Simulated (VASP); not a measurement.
Te2Mo, a slab with vacuum:

```
CELL_PARAMETERS angstrom
3.56023 0.00000 0.00000
-1.78012 3.08325 0.00000
0.00000 0.00000 17.52406
ATOMIC_POSITIONS crystal
Te 0.33333 0.66667 0.89786
Te 0.33333 0.66667 0.10214
Mo 0.00000 0.00000 0.00000
```

Base run:

* Program: VASP 6.6.1
* Functional: LDA
* Potentials or basis: VASP PAW LDA potentials, release 64 (Te, Mo_sv)
* Cutoff: 520 eV
* k mesh: 6 × 6 × 1
* Occupations: fermi-dirac, width 0.1 eV
* Spin: no spin polarisation

Its results: band gap on the k mesh 1.04 eV, direct; largest force 0.365 eV/Å.

Problem. After a change of settings the same cell gave: band gap on the k mesh 0.99 eV, direct; largest force 0.553 eV/Å. Which change was it?
A. k mesh from 6 × 6 × 1 to 5 × 5 × 1
B. k mesh from 6 × 6 × 1 to 3 × 3 × 1
C. k mesh from 6 × 6 × 1 to 7 × 7 × 2; further incar settings from ALGO = Normal; EDIFF = 1e-06; NBANDS = 20 to ALGO = Normal; EDIFF = 1e-07; NBANDS = 20

Solution. B.

Caveats: some runs use coarse meshes; spin-orbit coupling is left out, which moves the levels of the heavy elements.
